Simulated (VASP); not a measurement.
# ZnO (zincite) (P6_3mc) in VASP: settings compared

The runs below take ZnO (zincite) through single point, with revPBE, PBEsol+D3(BJ), PBE, revPBE+D4.

Program: VASP 6.6.1. These are calculated values, not measurements. Logs are shortened: lines on timing, memory, paths and dates and some standing lists are left out, and cuts for length are marked.

**The experiment to reproduce.**

From “Electronic structure of alkaline earth and post-transition metal oxides”, 2009, arxiv:0908.1581, for a bulk crystal of ZnO: band gap 3.37 eV.

The runs below are set against these values where they give the same quantity.

### Step 1. The cell of the first run

It takes space group P6_3mc (No. 186, hexagonal). The conventional cell has a = 3.271 Å, b = 3.271 Å, c = 5.240 Å, α = 90.00°, β = 90.00°, γ = 120.00°. Zn (site symmetry 3m) has 4 O at 1.99 Å within 2.6 Å. O (site symmetry 3m) has 4 Zn at 1.99 Å within 2.6 Å.

### Step 2. Single point, revPBE

INCAR reads:

```
PREC = Accurate ; ENCUT = 520
EDIFF = 1E-7 ; ISMEAR = -1
SIGMA = 0.05 ; LREAL = False
LASPH = True ; NELM = 60
ALGO = Normal ; ISIF = 2
LWAVE = False ; LCHARG = True
GGA = RE ; LELF = True
LVHAR = True ; NBANDS = 26
```

KPOINTS reads:

```
Automatic mesh
0
Gamma
  9 9 5
```

POSCAR reads:

```
ZnO
1.0
    3.2708272232      0.0000000000      0.0000000000
   -1.6354136116      2.8326194666      0.0000000000
    0.0000000000      0.0000000000      5.2401848988
Zn O
2 2
Direct
    0.6666666667      0.3333333333      0.0000000000
    0.3333333333      0.6666666667      0.5000000000
    0.3333333333      0.6666666667      0.8790100000
    0.6666666667      0.3333333333      0.3790100000
```

Potentials or basis: VASP PAW PBE potentials, release 64 (Zn, O).

On the command line:

```sh
$ cat potpaw_PBE.64/Zn/POTCAR potpaw_PBE.64/O/POTCAR > POTCAR
$ mpirun -np 1 vasp_std > vasp.out
```

OUTCAR:

```text
PREC = Accurate
   ENCUT = 520
   EDIFF = 1E-7
   ISMEAR = -1
   LREAL = False
   LASPH = True
   NELM = 60
   ISIF = 2
   GGA = RE

 ion  position               nearest neighbor table
   1  0.667  0.333  0.000-   4 1.99   3 1.99   3 1.99   3 1.99
   2  0.333  0.667  0.500-   3 1.99   4 1.99   4 1.99   4 1.99
   3  0.333  0.667  0.879-   2 1.99   1 1.99   1 1.99   1 1.99
   4  0.667  0.333  0.379-   1 1.99   2 1.99   2 1.99   2 1.99

  LATTYP: Found a hexagonal cell.
 ALAT       =     3.2708272232
 C/A-ratio  =     1.6020977390

  Lattice vectors:

 A1 = (   3.2708272232,   0.0000000000,   0.0000000000)
 A2 = (  -1.6354136116,   2.8326194666,   0.0000000000)
 A3 = (   0.0000000000,   0.0000000000,   5.2401848988)

Analysis of symmetry for initial positions (statically):
=====================================================================
 Subroutine PRICEL returns:
 Original cell was already a primitive cell.

 Routine SETGRP: Setting up the symmetry group for a
 hexagonal supercell.

 Subroutine GETGRP returns: Found 12 space group operations
 (whereof  6 operations were pure point group operations)
 out of a pool of 24 trial point group operations.

The static configuration has the point symmetry C_3v.
 The point group associated with its full space group is C_6v.

Analysis of symmetry for dynamics (positions and initial velocities):
=====================================================================
 Subroutine PRICEL returns:
 Original cell was already a primitive cell.

 Routine SETGRP: Setting up the symmetry group for a
 hexagonal supercell.

 Subroutine GETGRP returns: Found 12 space group operations
 (whereof  6 operations were pure point group operations)
 out of a pool of 24 trial point group operations.

The dynamic configuration has the point symmetry C_3v.
 The point group associated with its full space group is C_6v.

 Subroutine INISYM returns: Found 12 space group operations
 (whereof  6 operations are pure point group operations),
 and found     1 'primitive' translations

----------------------------------------------------------------------------------------

                                     Primitive cell

  volume of cell :      48.5504

  direct lattice vectors                    reciprocal lattice vectors
     3.270827223  0.000000000  0.000000000     0.305733055  0.176515062  0.000000000
    -1.635413612  2.832619467  0.000000000     0.000000000  0.353030123  0.000000000
     0.000000000  0.000000000  5.240184899     0.000000000  0.000000000  0.190832961

  length of vectors
     3.270827223  3.270827223  5.240184899     0.353030123  0.353030123  0.190832961

  position of ions in fractional coordinates (direct lattice)
     0.666666667  0.333333333  0.000000000
     0.333333333  0.666666667  0.500000000
     0.333333333  0.666666667  0.879010000
     0.666666667  0.333333333  0.379010000

  ion indices of the primitive-cell ions
   primitive index   ion index
                 1           1
                 2           2
                 3           3
                 4           4

----------------------------------------------------------------------------------------

 KPOINTS: Automatic mesh

Automatic generation of k-mesh.
 Grid dimensions read from file:
 generate k-points for:    9    9    5

 Generating k-lattice:

  Cartesian coordinates                     Fractional coordinates (reciprocal lattice)
     0.033970339  0.019612785  0.000000000     0.111111111  0.000000000  0.000000000
     0.000000000  0.039225569  0.000000000     0.000000000  0.111111111  0.000000000
     0.000000000  0.000000000  0.038166592     0.000000000  0.000000000  0.200000000

  Length of vectors
     0.039225569  0.039225569  0.038166592

  Shift w.r.t. Gamma in fractional coordinates (k-lattice)
     0.000000000  0.000000000  0.000000000

 Subroutine IBZKPT returns following result:
 ===========================================

 Found     36 irreducible k-points:

 Following reciprocal coordinates:
            Coordinates               Weight
[... 42 lines left out ...]

  energy without entropy =      -16.52245939  energy(sigma->0) =      -16.52246083

 E-fermi :   1.6129     XC(G=0): -10.6146

 val. band max:        1.1575922377   @ k =   0.0000   0.0000   0.0000
 cond. band min:       1.9850278192   @ k =   0.0000   0.0000   0.0000
 fundamental gap:      0.8274355815
 Fermi energy:         1.6128772040

 k-point     1 :       0.0000    0.0000    0.0000
  band No.  band energies     occupation
      1     -16.8374      2.00000
      2     -16.1474      2.00000
      3      -4.4261      2.00000
      4      -4.4261      2.00000
      5      -4.3887      2.00000
      6      -4.2916      2.00000
[... 18 lines left out ...]
     25      15.2205      0.00000
     26      15.2244      0.00000

 k-point     2 :       0.1111    0.0000    0.0000
  band No.  band energies     occupation
      1     -16.7738      2.00000
      2     -16.1201      2.00000
      3      -4.4962      2.00000
      4      -4.3889      2.00000
      5      -4.3485      2.00000
      6      -4.2543      2.00000
[... 18 lines left out ...]
     25      15.3563      0.00000
     26      15.3718      0.00000

 k-point     3 :       0.2222    0.0000    0.0000
  band No.  band energies     occupation
      1     -16.6046      2.00000
      2     -16.0550      2.00000
      3      -4.6293      2.00000
      4      -4.3261      2.00000
      5      -4.3022      2.00000
      6      -4.1951      2.00000
[... 18 lines left out ...]
     25      14.6692      0.00000
     26      15.3329      0.00000

 k-point     4 :       0.3333    0.0000    0.0000
  band No.  band energies     occupation
      1     -16.3900      2.00000
      2     -15.9951      2.00000
      3      -4.6982      2.00000
      4      -4.3596      2.00000
      5      -4.2237      2.00000
      6      -4.0279      2.00000
[... 18 lines left out ...]
     25      14.5082      0.00000
     26      15.1668      0.00000
[... 496 lines left out ...]
      1     -16.2545      2.00000
      2     -16.0054      2.00000
      3      -4.5532      2.00000
      4      -4.4821      2.00000
      5      -4.1385      2.00000
      6      -4.1010      2.00000
[... 18 lines left out ...]
     25      13.2212      0.00000
     26      16.4250      0.00000

 k-point    23 :       0.3333    0.2222    0.2000
  band No.  band energies     occupation
      1     -16.1204      2.00000
      2     -15.9975      2.00000
      3      -4.4979      2.00000
      4      -4.3229      2.00000
      5      -4.1683      2.00000
      6      -3.9634      2.00000
[... 18 lines left out ...]
     25      14.0242      0.00000
     26      15.4404      0.00000

 k-point    24 :       0.3333    0.3333    0.2000
  band No.  band energies     occupation
      1     -16.0347      2.00000
      2     -16.0347      2.00000
      3      -4.4210      2.00000
      4      -4.2119      2.00000
      5      -4.2119      2.00000
      6      -3.8469      2.00000
[... 18 lines left out ...]
     25      14.7509      0.00000
     26      15.6314      0.00000

 [... further k-points ...]
[... 5 lines left out ...]
  --------------------------------------------------------------------------------------
  -------------------------------------------------------------------------------------
  Total        1.7533949      1.7533949      2.2502913      0.0000000      0.0000000      0.0000000
  in kB       57.8625902     57.8625902     74.2603301      0.0000000      0.0000000      0.0000000
  external PRESSURE =      63.3285035 kB  Pullay stress =       0.0000000 kB

 VOLUME and BASIS-vectors are now :
 -----------------------------------------------------------------------------
  energy-cutoff  :      520.00
  volume of cell :       48.55
      direct lattice vectors                 reciprocal lattice vectors
     3.270827223  0.000000000  0.000000000     0.305733055  0.176515062  0.000000000
    -1.635413612  2.832619467  0.000000000     0.000000000  0.353030123  0.000000000
     0.000000000  0.000000000  5.240184899     0.000000000  0.000000000  0.190832961

 POSITION                                       TOTAL-FORCE (eV/Angst)
 -----------------------------------------------------------------------------------
      1.63541      0.94421      0.00000        -0.000000      0.000000     -0.071735
     -0.00000      1.88841      2.62009         0.000000      0.000000     -0.071735
     -0.00000      1.88841      4.60617        -0.000000     -0.000000      0.071735
      1.63541      0.94421      1.98608         0.000000     -0.000000      0.071735
 -----------------------------------------------------------------------------------
    total drift:                               -0.000001     -0.000001     -0.000825

  FREE ENERGIE OF THE ION-ELECTRON SYSTEM (eV)
  ---------------------------------------------------
  free  energy   TOTEN  =       -16.5224622633 eV

  energy  without entropy=      -16.5224593910  energy(sigma->0) =      -16.52246083
```

It took 52 s on 1 thread of Intel Xeon Platinum 8259CL at 2.50GHz (Skylake/Cascade Lake), shared host; peak memory 0.18 GiB.

Results:

* Free energy: -16.5225 eV
* Pressure: 6.3 GPa
* Largest force: 0.072 eV/Å
* Band gap on the k mesh: 0.83 eV, direct

Forces on the atoms (eV/Å):
```
Zn   0.000  0.000 -0.072
Zn   0.000  0.000 -0.072
O    0.000  0.000  0.072
O    0.000  0.000  0.072
```

Stress tensor (GPa, compression positive):
```
5.79 0.00 0.00
0.00 5.79 0.00
0.00 0.00 7.43
```

Levels at points of the mesh, in eV from the valence-band top:
| k point | band 15 | band 16 | band 17 | band 18 | band 19 | band 20 | band 21 | band 22 |
| --- | --- | --- | --- | --- | --- | --- | --- | --- |
| (0.00, 0.00, 0.00) | -0.79 | -0.06 | 0.00 | 0.00 | 0.83 | 5.21 | 8.28 | 12.82 |

Caveat: the PAW data sets were made with another functional, which shifts forces and pressure a little. As with any semilocal functional, this revPBE gap is likely too small.

### Step 3. Single point, PBEsol+D3(BJ)

This run uses another cell than the first one, of 12.38 Å³/atom, 1.020 times its volume.

INCAR reads:

```
SYSTEM = ZnO
PREC     = Accurate       ! precision mode
ENCUT    = 520            ! plane-wave cutoff, eV
EDIFF    = 1E-6           ! SCF threshold, eV
ISMEAR   = -1             ! smearing method
SIGMA    = 0.05           ! smearing width, eV
LREAL    = .FALSE.        ! projectors in reciprocal space
LASPH    = .TRUE.         ! aspherical terms in the spheres
NELM     = 60             ! most SCF steps
ALGO     = Normal         ! electronic algorithm
ISIF     = 2              ! what is computed and relaxed
LWAVE    = .FALSE.        ! write WAVECAR
LCHARG   = .FALSE.        ! write CHGCAR
GGA      = PS             ! functional
IVDW     = 12             ! dispersion correction
NBANDS   = 26             ! bands
```

KPOINTS reads:

```
regular mesh
0
G
  9 9 5
  0 0 0
```

POSCAR reads:

```
ZnO
1.0
    3.2920669561      0.0000000000      0.0000000000
   -1.6460334781      2.8510136149      0.0000000000
    0.0000000000      0.0000000000      5.2742130269
Zn O
2 2
Direct
    0.6666666667      0.3333333333      0.0000000000
    0.3333333333      0.6666666667      0.5000000000
    0.3333333333      0.6666666667      0.8790100000
    0.6666666667      0.3333333333      0.3790100000
```

Potentials or basis: VASP PAW PBE potentials, release 64 (Zn, O).

On the command line:

```sh
$ cat potpaw_PBE.64/Zn/POTCAR potpaw_PBE.64/O/POTCAR > POTCAR
$ mpirun -np 1 vasp_std > vasp.out
```

It took 48 s on 1 thread of Intel Xeon Platinum 8259CL at 2.50GHz (Skylake/Cascade Lake), shared host; peak memory 0.19 GiB.

Results (log left out):

```
Free energy                : -20.0773 eV
Pressure                   : -8.0 GPa
Largest force              : 0.053 eV/Å
Band gap on the k mesh     : 0.63 eV, direct
Dispersion energy per atom : -0.176 eV
```

Forces on the atoms (eV/Å):
```
Zn   0.000  0.000 -0.053
Zn   0.000  0.000 -0.053
O    0.000  0.000  0.053
O    0.000  0.000  0.053
```

Stress tensor (GPa, compression positive):
```
-8.48  0.00  0.00
 0.00 -8.48  0.00
 0.00  0.00 -6.96
```

Levels at points of the mesh, in eV from the valence-band top:
```
           k point  band 14  band 15  band 16  band 17  band 18  band 19  band 20  band 21  band 22  band 23
(0.00, 0.00, 0.00)    -0.77    -0.77    -0.06     0.00     0.00     0.63     4.96     8.01    12.52    12.52
```

Caveat: the PAW data sets were made with another functional, which shifts forces and pressure a little.

### Step 4. Single point, revPBE

This run uses another cell than the first one, of 12.38 Å³/atom, 1.020 times its volume.

INCAR reads:

```
PREC = Accurate
ENCUT = 520
EDIFF = 1E-7
ISMEAR = -1
SIGMA = 0.05
LREAL = False
LASPH = True
NELM = 100
ALGO = Normal
ISIF = 2
LWAVE = False
LCHARG = False
GGA = RE
NBANDS = 26
```

KPOINTS reads:

```
Automatic mesh
0
Gamma
  9 9 5
```

POSCAR is that of step 3.

On the command line:

```sh
$ cat potpaw_PBE.64/Zn/POTCAR potpaw_PBE.64/O/POTCAR > POTCAR
$ mpirun -np 1 vasp_std > vasp.out
```

Wall time 57 s (1 thread of Intel Xeon Platinum 8259CL at 2.50GHz (Skylake/Cascade Lake), shared host); peak memory 0.17 GiB.

It converged, with:

```
Free energy            : -16.5526 eV
Pressure               : 3.6 GPa
Largest force          : 0.065 eV/Å
Band gap on the k mesh : 0.80 eV, direct
```

Forces on the atoms (eV/Å):
```
Zn   0.000  0.000 -0.065
Zn   0.000  0.000 -0.065
O    0.000  0.000  0.065
O    0.000  0.000  0.065
```

Stress tensor (GPa, compression positive):
```
3.08 0.00 0.00
0.00 3.08 0.00
0.00 0.00 4.63
```

Levels at points of the mesh, in eV from the valence-band top:
| k point | band 15 | band 16 | band 17 | band 18 | band 19 | band 20 | band 21 | band 22 |
| --- | --- | --- | --- | --- | --- | --- | --- | --- |
| (0.00, 0.00, 0.00) | -0.76 | -0.06 | 0.00 | 0.00 | 0.80 | 5.14 | 8.22 | 12.73 |

Caveat: the PAW data sets were made with another functional, which shifts forces and pressure a little.

### Step 5. Single point, PBE

This run uses another cell than the first one, of 11.90 Å³/atom, 0.980 times its volume.

INCAR reads:

```
SYSTEM = ZnO
PREC = Accurate
ENCUT = 910
EDIFF = 1E-6
ISMEAR = 0
SIGMA = 0.025
LREAL = .False.
LASPH = .True.
NELM = 120
ALGO = Normal
ISIF = 2
LWAVE = .False.
LCHARG = .False.
GGA = PE
NBANDS = 26
GGA_COMPAT = .False.
```

KPOINTS reads:

```
regular mesh
0
Gamma
  9 9 5
  0 0 0
```

POSCAR reads:

```
ZnO
1.0
    3.2493080000      0.0000000000      0.0000000000
   -1.6246540000      2.8139832727      0.0000000000
    0.0000000000      0.0000000000      5.2057090000
Zn O
2 2
Direct
    0.6666666667      0.3333333333      0.0000000000
    0.3333333333      0.6666666667      0.5000000000
    0.3333333333      0.6666666667      0.8790100000
    0.6666666667      0.3333333333      0.3790100000
```

Potentials or basis: VASP PAW PBE potentials, release 64 (Zn, O_h).

On the command line:

```sh
$ cat potpaw_PBE.64/Zn/POTCAR potpaw_PBE.64/O_h/POTCAR > POTCAR
$ mpirun -np 1 vasp_std > vasp.out
```

Wall time 77 s (1 thread of Intel Xeon Platinum 8488C (Sapphire Rapids), shared host); peak memory 0.27 GiB.

It converged, with:

```yaml
Free_energy: -17.8354 eV
Pressure: 5.7 GPa
Largest_force: 0.074 eV/Å
Band_gap_on_the_k_mesh: 0.79 eV, direct
```

Forces in eV/Å, atoms in the order of the input:
```
Zn   0.000  0.000 -0.074
Zn   0.000  0.000 -0.074
O    0.000  0.000  0.074
O    0.000  0.000  0.074
```

Stress tensor (GPa, compression positive):
```
5.07 0.00 0.00
0.00 5.07 0.00
0.00 0.00 6.82
```

Levels at points of the mesh, in eV from the valence-band top:
```
           k point  band 15  band 16  band 17  band 18  band 19  band 20  band 21  band 22
(0.00, 0.00, 0.00)    -0.81    -0.07     0.00     0.00     0.79     5.21     8.27    12.85
```

Caveat: the cutoff is under 1.25 times the usual one of these potentials, so pressure, stress and relaxed cells hold a basis-set (Pulay) error.

### Step 6. Single point, revPBE+D4

This run uses another cell than the first one, of 11.99 Å³/atom, 0.988 times its volume.

INCAR reads:

```
ALGO = Normal
EDIFF = 1E-6
ENCUT = 910
GGA = RE
GGA_COMPAT = F
ISIF = 2
ISMEAR = -1
IVDW = 13
LASPH = T
LCHARG = F
LREAL = F
LWAVE = F
NBANDS = 26
NELM = 120
PREC = Accurate
SIGMA = 0.05
```

KPOINTS reads:

```
k-points
0
Gamma
  9 9 5
```

POSCAR reads:

```
ZnO
1.0
    3.2488744503      0.0000000000      0.0000000000
   -1.6244372251      2.8136078076      0.0000000000
    0.0000000000      0.0000000000      5.2475865126
Zn O
2 2
Direct
    0.6666666667      0.3333333333      0.0001211926
    0.3333333333      0.6666666667      0.5001211926
    0.3333333333      0.6666666667      0.8788888074
    0.6666666667      0.3333333333      0.3788888074
```

Potentials or basis: VASP PAW PBE potentials, release 64 (Zn, O_h).

On the command line:

```sh
$ cat potpaw_PBE.64/Zn/POTCAR potpaw_PBE.64/O_h/POTCAR > POTCAR
$ mpirun -np 1 vasp_std > vasp.out
```

It took 53 s on 1 thread of Intel Xeon 6975P-C (Granite Rapids), shared host; peak memory 0.27 GiB.

It converged, with:

- Free energy: -18.3456 eV
- Pressure: 0.8 GPa
- Band gap on the k mesh: 0.83 eV, direct
- Dispersion energy per atom: -0.459 eV

Levels at points of the mesh, in eV from the valence-band top:
| k point | band 14 | band 15 | band 16 | band 17 | band 18 | band 19 | band 20 | band 21 | band 22 | band 23 |
| --- | --- | --- | --- | --- | --- | --- | --- | --- | --- | --- |
| (0.00, 0.00, 0.00) | -0.78 | -0.78 | -0.09 | 0.00 | 0.00 | 0.83 | 5.28 | 8.24 | 12.96 | 12.96 |

Caveat: the cutoff is under 1.25 times the usual one of these potentials, so pressure, stress and relaxed cells hold a basis-set (Pulay) error; the PAW data sets were made with another functional, which shifts forces and pressure a little.

### Step 7. Overview

| level | potentials or basis | cell | cutoff (eV) | smearing | second run | gap on the mesh (eV) | pressure (GPa) | largest force (eV/Å) |
| --- | --- | --- | --- | --- | --- | --- | --- | --- |
| revPBE | VASP PAW PBE potentials, release 64 (Zn, O) | a = 3.271, b = 3.271, c = 5.240 Å, angles 90.0, 90.0, 120.0°, 4 atoms | 520 | fermi-dirac 0.05 eV | - | 0.83 | 6.3 | 0.07 |
| PBEsol+D3(BJ) | VASP PAW PBE potentials, release 64 (Zn, O) | a = 3.292, b = 3.292, c = 5.274 Å, angles 90.0, 90.0, 120.0°, 4 atoms | 520 | fermi-dirac 0.05 eV | - | 0.63 | -8.0 | 0.05 |
| revPBE | VASP PAW PBE potentials, release 64 (Zn, O) | a = 3.292, b = 3.292, c = 5.274 Å, angles 90.0, 90.0, 120.0°, 4 atoms | 520 | fermi-dirac 0.05 eV | - | 0.80 | 3.6 | 0.06 |
| PBE | VASP PAW PBE potentials, release 64 (Zn, O_h) | a = 3.249, b = 3.249, c = 5.206 Å, angles 90.0, 90.0, 120.0°, 4 atoms | 910 | gaussian 0.025 eV | hard_potentials | 0.79 | 5.7 | 0.07 |
| revPBE+D4 | VASP PAW PBE potentials, release 64 (Zn, O_h) | a = 3.249, b = 3.249, c = 5.248 Å, angles 90.0, 90.0, 120.0°, 4 atoms | 910 | fermi-dirac 0.05 eV | hard_potentials | 0.83 | 0.8 | - |

Alike in all rows: task single point; no spin polarisation; k mesh 9 × 9 × 5.

Caveats: the PAW data sets were made with another functional, which shifts forces and pressure a little (some runs); the cutoff is under 1.25 times the usual one of these potentials, so pressure, stress and relaxed cells hold a basis-set (Pulay) error (some runs).

Total energies depend on the potentials used, so only differences within one code and one set of settings carry meaning.

### Step 8. Comparison with measurements

Step 6. Against the measured gap of ZnO, 3.37 eV (quoted in “Electronic structure of alkaline earth and post-transition metal oxides”, 2009, arxiv:0908.1581), the calculated 0.83 eV is off by -2.54 eV. So large a miss can be the level of theory's own, or it may mean another phase, state or a wrong row. The value is that of revPBE+D4, without temperature or zero-point motion. Semilocal functionals fall short of measured gaps as a rule.
